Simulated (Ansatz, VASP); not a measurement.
## TaAs: VASP beside Ansatz

```
CELL_PARAMETERS angstrom
-1.72181 1.72181 5.86794
1.72181 -1.72181 5.86794
1.72181 1.72181 -5.86794
ATOMIC_POSITIONS crystal
Ta 0.49997 0.49997 0.00000
Ta 0.24997 0.74997 0.50000
As 0.08263 0.08263 0.00000
As 0.83263 0.33263 0.50000
```

Alike in both runs: functional PBEsol; k mesh 11 × 11 × 11; occupations fermi-dirac, width 0.05 eV; no spin polarisation; Hubbard terms Ta d U = 1.0 eV.

```csv
,VASP,Ansatz
version,VASP 6.6.1,Ansatz 0.2.0
potentials or method,"VASP PAW PBE potentials, release 64 (Ta_sv_GW, As_d)",Ansatz PAW
plane-wave cutoff (eV),510,420
valence electrons in the cell,56,56
task,single point,band structure
```

VASP gave:

```
gap on the k mesh at the Fermi level (eV)                     : none
pressure (GPa)                                                : -2.5
traceless stress, the component that is largest in VASP (GPa) : -0.50
rms of the force components (eV/Å)                            : 0.013
```

Task: Estimate Ansatz's values.

Result: gap on the k mesh at the Fermi level (eV): none; pressure (GPa): -3.3; traceless stress, the component that is largest in VASP (GPa): -0.37; rms of the force components (eV/Å): 0.012.

VASP's potentials were made for PBE, not for PBEsol. The programs project onto different local orbitals, so the same U acts differently, and such runs can settle in different states. Atom by atom the forces differ by 0.001 eV/Å (rms over components). A gap of «none» marks a metal or a gap that the smearing closes.

Neither program's run includes spin-orbit coupling.
